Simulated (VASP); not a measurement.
Wanted: the native input for a VASP 6.6.1 run.

```
Task                   : single point
Functional             : PBE
Dispersion             : D3(BJ)
Potentials or basis    : VASP PAW PBE potentials, release 64 (Sn_d, Se)
Cutoff                 : 500 eV
k mesh                 : 12 × 12 × 6
Occupations            : gaussian, width 0.03 eV
Spin                   : no spin polarisation
Dipole correction      : no
Further INCAR settings : ALGO = Normal; EDIFF = 1e-06; NBANDS = 20
```

The structure of SnSe2 lies in POSCAR:

```
SnSe2
1.0
    3.8400433021      0.0000000000      0.0000000000
   -1.9200216511      3.3255750513      0.0000000000
    0.0000000000      0.0000000000      6.6590000000
Sn Se
1 2
Direct
    0.0000000000      0.0000000000      0.0000000000
    0.3333333333      0.6666666667      0.2651331237
    0.6666666667      0.3333333333      0.7348668763
```

One way to write it, as run:

INCAR

```
SYSTEM = SnSe2
PREC     = Accurate       ! precision mode
ENCUT    = 500            ! plane-wave cutoff, eV
EDIFF    = 1E-6           ! SCF threshold, eV
ISMEAR   = 0              ! smearing method
SIGMA    = 0.03           ! smearing width, eV
LREAL    = .FALSE.        ! projectors in reciprocal space
LASPH    = .TRUE.         ! aspherical terms in the spheres
NELM     = 120            ! most SCF steps
ALGO     = Normal         ! electronic algorithm
ISIF     = 2              ! what is computed and relaxed
LWAVE    = .FALSE.        ! write WAVECAR
LCHARG   = .TRUE.         ! write CHGCAR
GGA      = PE             ! functional
IVDW     = 12             ! dispersion correction
LELF     = .TRUE.         ! ELF
LVHAR    = .TRUE.       
NBANDS   = 20             ! bands
GGA_COMPAT= .FALSE.
```

KPOINTS

```
Automatic mesh
0
G
  12 12 6
  0 0 0
```

Potentials or basis: VASP PAW PBE potentials, release 64 (Sn_d, Se).

The run is started by

```sh
$ cat potpaw_PBE.64/Sn_d/POTCAR potpaw_PBE.64/Se/POTCAR > POTCAR
$ mpirun -np 1 vasp_std > vasp.out
```

It gave:

| Property | Result |
| --- | --- |
| Pressure | -5.3 GPa |
| Largest force | 1.249 eV/Å |
| Band gap on the k mesh | zero (band 13 reaches 3.45 eV, above the bottom of band 14 at 3.43 eV) |
| Dispersion energy per atom | -0.327 eV |

Caveat: spin-orbit coupling is left out, which moves the levels of the heavy elements; forces of over 1 eV/Å act on the atoms, so gaps and moduli don't describe the material at rest.

Run time: 65 s on 1 thread of Intel(R) Xeon(R) 6975P-C (Granite Rapids) (shared host), peak memory 0.29 GiB.
